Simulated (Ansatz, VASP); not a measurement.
Two plane-wave programs on CaSe

The input POSCAR:

```
CaSe
1.0
    2.9970537587      2.9970537587      0.0000000000
   -2.9970537587      2.9970537587      0.0000000000
    0.0000000000      2.9970537587      2.9576555920
Ca Se
1 1
Direct
    0.0000000000      0.0000000000      0.0000000000
    0.5000000000      0.5000000000      0.0000000000
```

The input INCAR.step1:

```
PREC = Accurate
ENCUT = 520
ISMEAR = 0
SIGMA = 0.01
LREAL = F
LASPH = T
NELM = 60
NBANDS = 15
GGA = PE
ALGO = Normal
EDIFF = 1E-4
LWAVE = T
LCHARG = F
```

File INCAR.step2:

```
PREC = Accurate
ENCUT = 520
EDIFF = 1E-7
ISMEAR = 0
SIGMA = 0.01
LREAL = F
LASPH = T
NELM = 60
ALGO = Normal
ISIF = 2
LWAVE = F
LCHARG = F
METAGGA = R2SCAN
LMIXTAU = T
NBANDS = 15
ISTART = 1
```

The input KPOINTS:

```
Automatic mesh
0
Gamma
  8 8 8
```

Input for Ansatz:

```yaml
crystal:
  lattice:
    - [2.99705375873, 2.99705375873, 0.0]
    - [-2.99705375873, 2.99705375873, 0.0]
    - [0.0, 2.99705375873, 2.95765559195]
  atoms:
    - { symbol: Ca, position: [0.0, 0.0, 0.0] }
    - { symbol: Se, position: [0.5, 0.5, 0.0] }
kpoints:
  mp_grid: { grid: [8, 8, 8] }
scf:
  occupations: { method: fixed }
  convergence: { dr2_threshold: 1.0e-10 }
hamiltonian:
  xc: r2scan
  pseudopotentials: { kind: paw }
output:
  forces: true
  stress: true
  eigenstates:
    kpoints:
      - [0.0, 0.0, 0.0]
      - [-0.5, 0.5, 0.0]
      - [-0.5, -0.5, -0.5]
      - [0.0, 0.0, -0.5]
      - [0.0, -0.5, -0.5]
      - [0.0, 0.5, 0.0]
      - [-0.5, 0.0, 0.0]
      - [-0.5, 0.0, -0.5]
  eigenvalues: true
```

Change from the starting cell: film at in-plane strain +0.01.

Alike in both runs: task single point; functional r2SCAN; k mesh 8 × 8 × 8; no spin polarisation.

|  | VASP | Ansatz |
| --- | --- | --- |
| version | VASP 6.6.1 | Ansatz 0.2.0 |
| potentials or method | VASP PAW PBE potentials, release 64 (Ca_sv, Se) | PAW with Ansatz's default frozen-core files, scalar-relativistic |
| plane-wave cutoff (eV) | 520 | 500 |
| occupations | gaussian, width 0.01 eV | fixed |
| valence electrons in the cell | 16 | 26 |

|  | VASP | Ansatz | Ansatz less VASP |
| --- | --- | --- | --- |
| gap on the k mesh at the Fermi level (eV) | 2.55 | 2.55 | +0.001 |
| pressure (GPa) | -0.6 | -0.8 | -0.22 |
| traceless stress, the component that is largest in VASP (GPa) | 0.82 | 0.80 | -0.023 |

VASP's potentials were made for PBE, not for r2SCAN. VASP's potentials hold 16 valence electrons a cell and Ansatz's 26, so a difference there can come from the potentials and not from the codes.
